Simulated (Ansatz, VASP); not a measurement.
CuAu: VASP beside Ansatz

```
CELL_PARAMETERS angstrom
1.43337 0.82756 4.22760
-1.43337 0.82756 4.22760
0.00000 -1.65511 4.22760
ATOMIC_POSITIONS crystal
Au 0.00000 0.00000 0.00000
Cu 0.50000 0.50000 0.50000
```

Change from the starting cell: volume scaled by 0.98.

Alike in both runs: task single point; functional LDA; k mesh 11 × 11 × 11; occupations fermi-dirac, width 0.05 eV; no spin polarisation.

|  | VASP | Ansatz |
| --- | --- | --- |
| version | VASP 6.6.1 | Ansatz 0.2.0 |
| potentials or method | VASP PAW LDA potentials, release 64 (Au, Cu), cutoff 520 eV | all-electron LAPW, scalar-relativistic |

```csv
,VASP,Ansatz,Ansatz less VASP
gap on the k mesh at the Fermi level (eV),none,none,-
pressure (GPa),-8.7,-10.4,-1.72
"traceless stress, the component that is largest in VASP (GPa)",0.72,0.53,-0.184
```

LDA's correlation is that of Perdew and Zunger in VASP and of Perdew and Wang (1992) in Ansatz. A gap of «none» marks a metal or a gap that the smearing closes. Ansatz ran all-electron here, and VASP with PAW potentials.

Neither program's run includes spin-orbit coupling.
